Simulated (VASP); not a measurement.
# GaP4: single point with PBE

The system is GaP4.

```
Ga P
1.0
     5.87026    0.00000    0.00000
     0.00000    5.87026    0.00000
     0.00000    0.00000    2.42179
Ga P
1 4
Direct
  0.00000 0.00000 0.00000
  0.79544 0.50000 0.00000
  0.20456 0.50000 0.00000
  0.50000 0.79544 0.00000
  0.50000 0.20456 0.00000
```

| Item | Value |
| --- | --- |
| Program | VASP 6.6.1 |
| Task | single point |
| Functional | PBE |
| Potentials or basis | VASP PAW PBE potentials, release 64 (Ga_d, P) |
| Cutoff | 520 eV |
| k mesh | 4 × 4 × 6 |
| Occupations | gaussian, width 0.1 eV |
| Spin | no spin polarisation |

```json
{"Pressure": "-0.2 GPa", "Largest force": "0.006 eV/Å"}
```

Forces on the atoms (eV/Å):
```
Ga   0.000  0.000  0.000
P    0.006  0.000  0.000
P   -0.006  0.000  0.000
P    0.000  0.006  0.000
P    0.000 -0.006  0.000
```

Levels at points of the mesh, in eV from the Fermi level:
| k point | band 13 | band 14 | band 15 | band 16 | band 17 | band 18 | band 19 | band 20 | band 21 | band 22 |
| --- | --- | --- | --- | --- | --- | --- | --- | --- | --- | --- |
| (0.00, 0.00, 0.00) | -4.54 | -4.54 | -0.43 | 0.24 | 0.24 | 3.11 | 4.24 | 4.78 | 4.78 | 5.75 |
| (0.50, 0.00, 0.00) | -5.52 | -1.75 | -1.09 | -0.44 | 0.16 | 1.87 | 2.27 | 3.17 | 6.11 | 6.66 |
| (0.50, 0.50, 0.00) | -4.38 | -2.97 | -1.57 | -1.57 | -1.51 | 2.74 | 2.74 | 5.76 | 6.00 | 6.73 |
| (0.00, 0.00, 0.50) | -5.17 | -4.93 | -2.22 | -1.44 | -0.35 | -0.16 | -0.16 | 1.82 | 3.84 | 3.98 |
| (0.50, 0.00, 0.50) | -4.39 | -3.16 | -3.07 | -1.44 | -1.36 | -0.94 | 2.33 | 2.48 | 3.09 | 3.25 |
| (0.50, 0.50, 0.50) | -3.17 | -3.07 | -2.73 | -2.73 | -2.00 | 0.94 | 1.11 | 2.12 | 3.02 | 3.02 |

Wall time 82 s on 1 thread of AMD EPYC 7571, on a shared host, peak memory 0.18 GiB.

Caveat: the k points lie up to 0.43 Å⁻¹ apart.
